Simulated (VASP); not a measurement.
# SnO2 (R-3m) in VASP: notebook, part 2 of 2

VASP 6.6.1. Earlier steps stand in the parts before.

### Step 3. Single point, PBE+D3(BJ)

File INCAR:

```
PREC = Accurate
ENCUT = 520
EDIFF = 1E-6
ISMEAR = 0
SIGMA = 0.02
LREAL = False
LASPH = True
NELM = 80
ALGO = Normal
ISIF = 2
LWAVE = False
LCHARG = False
GGA = PE
IVDW = 12
NBANDS = 64
```

File KPOINTS:

```
regular mesh
0
Gamma
  6 6 6
```

File POSCAR:

```
SnO2
1.0
    3.2375373800      1.8691930779      4.2930236348
   -3.2375373800      1.8691930779      4.2930236348
    0.0000000000     -3.7383861557      4.2930236348
Sn O
4 8
Direct
    0.8647861192      0.8647861192      0.8647861192
    0.3647880974      0.3647880974      0.8647863645
    0.3647880974      0.8647863645      0.3647880974
    0.8647863645      0.3647880974      0.3647880974
    0.1211748892      0.6211728502      0.6211728502
    0.6211728502      0.1211748892      0.6211728502
    0.6211728502      0.6211728502      0.1211748892
    0.6084017785      0.6084017785      0.6084017785
    0.1211744909      0.1211744909      0.1211744909
    0.1083992836      0.1083992836      0.6084018950
    0.1083992836      0.6084018950      0.1083992836
    0.6084018950      0.1083992836      0.1083992836
```

Potentials or basis: VASP PAW PBE potentials, release 64 (Sn_d, O).

On the command line:

```
$ cat potpaw_PBE.64/Sn_d/POTCAR potpaw_PBE.64/O/POTCAR > POTCAR
$ mpirun -np 1 vasp_std > vasp.out
```

OUTCAR:

```text
PREC = Accurate
   ENCUT = 520
   EDIFF = 1E-6
   ISMEAR = 0
   LREAL = False
   LASPH = True
   NELM = 80
   ISIF = 2
   GGA = PE
   IVDW = 12
 IVDW          = 12

 ion  position               nearest neighbor table
   1  0.865  0.865  0.865-  11 2.12  12 2.12  10 2.12   6 2.12   5 2.12   7 2.12   2 3.24   2 3.24
                             3 3.24   4 3.24   3 3.24   4 3.24
   2  0.365  0.365  0.865-   5 2.12   6 2.12   8 2.12  11 2.12  12 2.12   9 2.12   3 3.24   4 3.24
                             1 3.24   1 3.24   4 3.24   3 3.24
   3  0.365  0.865  0.365-   7 2.12   5 2.12   8 2.12  10 2.12  12 2.12   9 2.12   4 3.24   2 3.24
                             1 3.24   1 3.24   4 3.24   2 3.24
   4  0.865  0.365  0.365-   7 2.12   6 2.12   8 2.12  10 2.12  11 2.12   9 2.12   3 3.24   2 3.24
                             1 3.24   1 3.24   3 3.24   2 3.24
   5  0.121  0.621  0.621-   2 2.12   3 2.12   1 2.12
   6  0.621  0.121  0.621-   2 2.12   4 2.12   1 2.12
   7  0.621  0.621  0.121-   3 2.12   4 2.12   1 2.12
   8  0.608  0.608  0.608-   3 2.12   4 2.12   2 2.12
   9  0.121  0.121  0.121-   3 2.12   4 2.12   2 2.12
  10  0.108  0.108  0.608-   1 2.12   3 2.12   4 2.12
  11  0.108  0.608  0.108-   1 2.12   2 2.12   4 2.12
[... 1830 lines left out ...]

 Edisp (eV)   -2.41094

 E8    (eV) :    -0.9585

  FORCE on cell =-STRESS in cart. coord.  units (eV):
  Direction    XX          YY          ZZ          XY          YZ          ZX
  --------------------------------------------------------------------------------------
  -------------------------------------------------------------------------------------
  Total       0.81319     0.81319     0.16860     0.00000     0.00000    -0.00000
  in kB       8.35832     8.35832     1.73299     0.00000     0.00000    -0.00000
  external pressure =        6.15 kB  Pullay stress =        0.00 kB

 VOLUME and BASIS-vectors are now :
 -----------------------------------------------------------------------------
  energy-cutoff  :      520.00
  volume of cell :      155.88
      direct lattice vectors                 reciprocal lattice vectors
     3.237537380  1.869193078  4.293023635     0.154438371  0.089165035  0.077645352
    -3.237537380  1.869193078  4.293023635    -0.154438371  0.089165035  0.077645352
     0.000000000 -3.738386156  4.293023635     0.000000000 -0.178330070  0.077645352

 POSITION                                       TOTAL-FORCE (eV/Angst)
 -----------------------------------------------------------------------------------
      0.00000      0.00000     11.13764        -0.000000     -0.000000     -0.000000
      0.00000     -1.86919      6.84464        -0.000000      0.000000     -0.000000
     -1.61876      0.93459      6.84464        -0.000000      0.000000     -0.000000
      1.61876      0.93459      6.84464        -0.000000     -0.000000     -0.000000
     -1.61876     -0.93459      5.85363        -0.000000     -0.000000     -0.048998
      1.61876     -0.93459      5.85363        -0.000000     -0.000000     -0.048998
      0.00000      1.86919      5.85363        -0.000000     -0.000000     -0.048998
      0.00000      0.00000      7.83565        -0.000000      0.000000      0.048998
      0.00000      0.00000      1.56061         0.000000     -0.000000     -0.048998
      0.00000     -1.86920      3.54261         0.000000      0.000000      0.048998
     -1.61878      0.93460      3.54261        -0.000000      0.000000      0.048998
      1.61878      0.93460      3.54261         0.000000      0.000000      0.048998
 -----------------------------------------------------------------------------------
    total drift:                                0.000483      0.000002     -0.350978

  FREE ENERGIE OF THE ION-ELECTRON SYSTEM (eV)
  ---------------------------------------------------
  free  energy   TOTEN  =       -75.0739526919 eV

  energy  without entropy=      -75.0739526919  energy(sigma->0) =      -75.07395269
```

OSZICAR:

```text
N       E                     dE             d eps       ncg     rms          rms(c)
DAV:   1     0.159347010506E+04    0.15935E+04   -0.48755E+04  4776   0.253E+03
DAV:   2     0.257722896354E+03   -0.13357E+04   -0.12664E+04  4320   0.792E+02
DAV:   3    -0.568723793587E+02   -0.31460E+03   -0.30726E+03  4472   0.276E+02
DAV:   4    -0.836793978690E+02   -0.26807E+02   -0.26495E+02  5048   0.891E+01
DAV:   5    -0.844624306944E+02   -0.78303E+00   -0.78041E+00  4776   0.160E+01    0.213E+01
DAV:   6    -0.724387138646E+02    0.12024E+02   -0.42149E+01  6304   0.696E+01    0.794E+00
DAV:   7    -0.727350838627E+02   -0.29637E+00   -0.50449E+00  4608   0.917E+00    0.451E+00
DAV:   8    -0.726944573819E+02    0.40626E-01   -0.66964E-01  5976   0.561E+00    0.122E+00
DAV:   9    -0.726601290811E+02    0.34328E-01   -0.19801E-01  6120   0.425E+00    0.208E-01
DAV:  10    -0.726626536775E+02   -0.25246E-02   -0.19392E-02  5352   0.110E+00    0.112E-01
DAV:  11    -0.726629795886E+02   -0.32591E-03   -0.17662E-03  5992   0.353E-01    0.390E-02
DAV:  12    -0.726630291668E+02   -0.49578E-04   -0.19288E-04  5224   0.733E-02    0.350E-02
DAV:  13    -0.726630172683E+02    0.11899E-04   -0.11002E-04  5776   0.919E-02    0.664E-03
DAV:  14    -0.726630168058E+02    0.46245E-06   -0.75535E-06  4472   0.154E-02
   1 F= -.75073953E+02 E0= -.75073953E+02  d E =-.379829E-11
```

stdout:

```text
POSCAR found type information on POSCAR SnO
 POSCAR found :  2 types and      12 ions
 scaLAPACK will be used
 LDA part: xc-table for (Slater+PW92), standard interpolation
 POSCAR, INCAR and KPOINTS ok, starting setup
 FFT: planning ... GRIDC
 FFT: planning ... GRID_SOFT
 FFT: planning ... GRID
 WAVECAR not read
 entering main loop
```

It took 3.7 min on 1 thread of Intel Xeon 6975P-C (Granite Rapids), shared host; peak memory 0.4 GiB.

What came out:

| Quantity | Value |
| --- | --- |
| Free energy | -75.0740 eV |
| Pressure | 0.6 GPa |
| Largest force | 0.049 eV/Å |
| Band gap on the k mesh | 1.55 eV |
| Dispersion energy per atom | -0.201 eV |

Forces on the atoms (eV/Å):
```
Sn   0.000  0.000  0.000
Sn   0.000  0.000  0.000
Sn   0.000  0.000  0.000
Sn   0.000  0.000  0.000
O    0.000  0.000 -0.049
O    0.000  0.000 -0.049
O    0.000  0.000 -0.049
O    0.000  0.000  0.049
O    0.000  0.000 -0.049
O    0.000  0.000  0.049
O    0.000  0.000  0.049
O    0.000  0.000  0.049
```

Stress tensor (GPa, compression positive):
```
0.84 0.00 0.00
0.00 0.84 0.00
0.00 0.00 0.17
```

Caveat: spin-orbit coupling is left out, which moves the levels of the heavy elements.
